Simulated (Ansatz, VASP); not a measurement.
**CaF2: VASP beside Ansatz**

POSCAR

```
CaF2
1.0
    0.0000000000      2.7310000000      2.7310000000
    2.7310000000      0.0000000000      2.7310000000
    2.7310000000      2.7310000000      0.0000000000
Ca F
1 2
Direct
    0.0000000000      0.0000000000      0.0000000000
    0.2500000000      0.2500000000      0.2500000000
    0.7500000000      0.7500000000      0.7500000000
```

Contents of INCAR.step1:

```
SYSTEM = CaF2
PREC = Accurate
ENCUT = 660
ISMEAR = -1
SIGMA = 0.05
LREAL = .False.
LASPH = .True.
NELM = 120
NBANDS = 19
GGA = PE
ALGO = Normal
EDIFF = 1E-5
LWAVE = .True.
LCHARG = .False.
GGA_COMPAT = .False.
```

The input INCAR.step2:

```
SYSTEM = CaF2
PREC = Accurate
ENCUT = 660
EDIFF = 1E-6
ISMEAR = -1
SIGMA = 0.05
LREAL = .False.
LASPH = .True.
NELM = 120
ALGO = Normal
ISIF = 2
LWAVE = .False.
LCHARG = .False.
METAGGA = R2SCAN
LMIXTAU = .True.
NBANDS = 19
ISTART = 1
GGA_COMPAT = .False.
```

KPOINTS

```
Automatic mesh
0
Gamma
  6 6 6
  0 0 0
```

Input for Ansatz:

```yaml
crystal:
  lattice:
    - [0.0, 2.731, 2.731]
    - [2.731, 0.0, 2.731]
    - [2.731, 2.731, 0.0]
  atoms:
    - { symbol: Ca, position: [0.0, 0.0, 0.0] }
    - { symbol: F, position: [0.25, 0.25, 0.25] }
    - { symbol: F, position: [0.75, 0.75, 0.75] }
kpoints:
  mp_grid:
    grid: [6, 6, 6]
hamiltonian:
  xc: r2scan
scf:
  occupations:
    method: fermi_dirac
    width: 0.05
output:
  forces: true
  stress: true
```

Alike in both runs: task single point; functional r2SCAN; k mesh 6 × 6 × 6; occupations fermi-dirac, width 0.05 eV; no spin polarisation.

|  | VASP | Ansatz |
| --- | --- | --- |
| version | VASP 6.6.1 | Ansatz 0.2.0 |
| potentials or method | VASP PAW PBE potentials, release 64 (Ca_sv, F) | plane waves, PAW |
| plane-wave cutoff (eV) | 660 | 500 |
| valence electrons in the cell | 24 | 24 |

Ansatz gave:

- pressure (GPa): -1.1

Estimate VASP's values.

pressure (GPa): -0.7.

VASP's potentials were made for PBE, not for r2SCAN.
